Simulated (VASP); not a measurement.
Write the native input for VASP 6.6.1 that does the following.

```
Task                   : single point
Functional             : PBEsol
Potentials or basis    : VASP PAW PBE potentials, release 64 (Mg, S)
Cutoff                 : 520 eV
k mesh                 : 8 × 8 × 8
Occupations            : gaussian, width 0.05 eV
Spin                   : no spin polarisation
Dipole correction      : no
Further INCAR settings : ALGO = Normal; EDIFF = 1e-07; NBANDS = 11
```

The structure of MgS lies in POSCAR:

```
MgS
1.0
    0.0000000000      2.5236005000      2.6406747500
    2.5236005000      0.0000000000      2.6406747500
    2.5236005000      2.5236005000      0.0000000000
Mg S
1 1
Direct
    0.0000000000      0.0000000000      0.0000000000
    0.5000000000      0.5000000000      0.5000000000
```

This cell differs from its parent crystal: strain -0.030 along x and y, +0.015 along z.

These files were run (other wordings do the same):

INCAR

```
PREC     = Accurate       # precision mode
ENCUT    = 520            # plane-wave cutoff, eV
EDIFF    = 1E-7           # SCF threshold, eV
ISMEAR   = 0              # smearing method
SIGMA    = 0.05           # smearing width, eV
LREAL    = False          # projectors in reciprocal space
LASPH    = True           # aspherical terms in the spheres
NELM     = 80             # most SCF steps
ALGO     = Normal         # electronic algorithm
ISIF     = 2              # what is computed and relaxed
LWAVE    = False          # write WAVECAR
LCHARG   = False          # write CHGCAR
GGA      = PS             # functional
NBANDS   = 11             # bands
```

KPOINTS

```
Automatic mesh
0
Gamma
  8 8 8
```

Potentials or basis: VASP PAW PBE potentials, release 64 (Mg, S).

Run with:

```console
$ cat potpaw_PBE.64/Mg/POTCAR potpaw_PBE.64/S/POTCAR > POTCAR
$ mpirun -np 1 vasp_std > vasp.out
```

Results of the run:

```json
{
 "Pressure": "3.0 GPa",
 "Band gap on the k mesh": "2.62 eV, indirect (least direct gap 3.84 eV)"
}
```

Caveat: the cell differs from its parent crystal (strain -0.030 along x and y, +0.015 along z); the PAW data sets were made with another functional, which shifts forces and pressure a little.

Wall time 15 s on 1 thread of Intel Xeon 6975P-C (shared host), peak memory 0.17 GiB.
